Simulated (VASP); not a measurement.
Write the native input for VASP 6.6.1 that does the following.

```yaml
Task: single point
Functional: LDA
Potentials_or_basis: VASP PAW LDA potentials, release 64 (Al, P)
Cutoff: 500 eV
k_mesh: 8 × 8 × 8
Occupations: gaussian, width 0.01 eV
Spin: no spin polarisation
Dipole_correction: no
Further_INCAR_settings: ALGO = Normal; EDIFF = 1e-06; NBANDS = 11
```

The structure of AlP lies in POSCAR:

```
AlP
1.0
    0.0000000000      2.6977285852      2.6977285852
    2.6977285852      0.0000000000      2.6977285852
    2.6977285852      2.6977285852      0.0000000000
Al P
1 1
Direct
    0.0000000000      0.0000000000      0.0000000000
    0.7500000000      0.7500000000      0.7500000000
```

The input as run:

INCAR

```
  PREC = Accurate
  ENCUT = 500
  EDIFF = 1E-6
  ISMEAR = 0
  SIGMA = 0.01
  LREAL = False
  LASPH = True
  NELM = 120
  ALGO = Normal
  ISIF = 2
  LWAVE = False
  LCHARG = True
  LELF = True
  LVHAR = True
  NBANDS = 11
  GGA_COMPAT = False
```

KPOINTS

```
Automatic mesh
0
Gamma
  8 8 8
```

Potentials or basis: VASP PAW LDA potentials, release 64 (Al, P).

The run is started by

```bash
$ cat potpaw_LDA.64/Al/POTCAR potpaw_LDA.64/P/POTCAR > POTCAR
$ mpirun -np 1 vasp_std > vasp.out
```

It gave:

```
Pressure               : 2.1 GPa
Band gap on the k mesh : 1.37 eV (least direct gap 3.42 eV)
```

Run time: 21 s on 1 thread of Intel Xeon 8259CL, with other jobs on the host, peak memory 0.14 GiB.
